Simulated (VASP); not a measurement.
Wanted: the native input for a VASP 6.6.1 run.

```yaml
Task: single point
Functional: r2SCAN
Potentials_or_basis: VASP PAW PBE potentials, release 64 (Mn_pv)
Cutoff: 520 eV
k_mesh: 20 × 20 × 20
Occupations: gaussian, width 0.1 eV
Spin: collinear spin, ferromagnetic start
Starting_moments: "[4.49] μB"
Dipole_correction: no
Further_INCAR_settings: ALGO = Normal; EDIFF = 1e-07; NBANDS = 16
```

Mn:

```
Mn
1.0
     2.66026    0.00000    0.00000
     0.00000    2.66026    0.00000
     0.00000    0.00000    2.66026
Mn
1
Direct
  0.00000 0.00000 0.00000
```

This isn't the form of Mn at room conditions, which is a 58-atom cubic cell.

The input as run:

POSCAR

```
Mn
1.0
    2.6602590336      0.0000000000      0.0000000000
    0.0000000000      2.6602590336      0.0000000000
    0.0000000000      0.0000000000      2.6602590336
Mn
1
Direct
    0.0000000000      0.0000000000      0.0000000000
```

INCAR.step1

```
SYSTEM = Mn
  PREC = Accurate
  ENCUT = 520
  ISMEAR = 0
  SIGMA = 0.1
  LREAL = .FALSE.
  LASPH = .TRUE.
  NELM = 150
  ISPIN = 2
  MAGMOM = 4.49
  LMAXMIX = 4
  NBANDS = 16
  GGA = PE
  ALGO = Normal
  EDIFF = 1E-4
  LWAVE = .TRUE.
  LCHARG = .FALSE.
```

INCAR.step2

```
SYSTEM = Mn
  PREC = Accurate
  ENCUT = 520
  EDIFF = 1E-7
  ISMEAR = 0
  SIGMA = 0.1
  LREAL = .FALSE.
  LASPH = .TRUE.
  NELM = 150
  ALGO = Normal
  ISIF = 2
  LWAVE = .FALSE.
  LCHARG = .TRUE.
  ISPIN = 2
  MAGMOM = 4.49
  LORBIT = 11
  LMAXMIX = 4
  METAGGA = R2SCAN
  LMIXTAU = .TRUE.
  LELF = .TRUE.
  LVHAR = .TRUE.
  NBANDS = 16
  ISTART = 1
```

KPOINTS

```
regular mesh
0
G
  20 20 20
  0 0 0
```

Potentials or basis: VASP PAW PBE potentials, release 64 (Mn_pv).

Command:

```sh
$ cat potpaw_PBE.64/Mn_pv/POTCAR > POTCAR
$ cp INCAR.step1 INCAR
$ mpirun -np 1 vasp_std > vasp.out
$ cp INCAR.step2 INCAR
$ mpirun -np 1 vasp_std > vasp.out
```

It gave:

| Quantity | Value |
| --- | --- |
| Pressure | -0.1 GPa |
| Net moment | 4.24 μB per cell |
| Site moments | Mn +4.09 μB |
| Valence electrons inside the program's atomic spheres | Mn 11.46 |

Caveat: the PAW data sets were made with another functional, which shifts forces and pressure a little.

Wall time 7.9 min on 1 thread of Intel(R) Xeon(R) Platinum 8259CL CPU @ 2.50GHz (Skylake/Cascade Lake) (shared host), peak memory 0.23 GiB.
